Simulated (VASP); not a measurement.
Input of a VASP 6.6.1 run:

File INCAR:

```
SYSTEM = Au
PREC = Accurate
ENCUT = 600
EDIFF = 1E-6
ISMEAR = 0
SIGMA = 0.1
LREAL = .FALSE.
LASPH = .TRUE.
NELM = 60
ALGO = Normal
ISIF = 3
LWAVE = .FALSE.
LCHARG = .FALSE.
GGA = PE
IBRION = 2
NSW = 100
EDIFFG = -0.005
```

File KPOINTS:

```
Automatic mesh
0
G
  18 18 18
  0 0 0
```

POSCAR

```
Au
1.0
    0.0000000000      2.0828374007      2.0828374007
    2.0828374007      0.0000000000      2.0828374007
    2.0828374007      2.0828374007      0.0000000000
Au
1
Direct
    0.0000000000      0.0000000000      0.0000000000
```

Potentials or basis: VASP PAW PBE potentials, release 64 (Au).

Launch:

```sh
$ cat potpaw_PBE.64/Au/POTCAR > POTCAR
$ mpirun -np 1 vasp_std > vasp.out
```

**Question.** Predict the space group after relaxing (to 0.05 Å).

**Answer.** Fm-3m (No. 225).

**Question.** Estimate the relaxed volume.

**Answer.** 17.95 Å³/atom.

Final structure:
```yaml
crystal:
  lattice:
    - [0.00000, 2.07816, 2.07816]
    - [2.07816, 0.00000, 2.07816]
    - [2.07816, 2.07816, 0.00000]
  atoms:
    - { symbol: Au, position: [0.00000, 0.00000, 0.00000] }
```
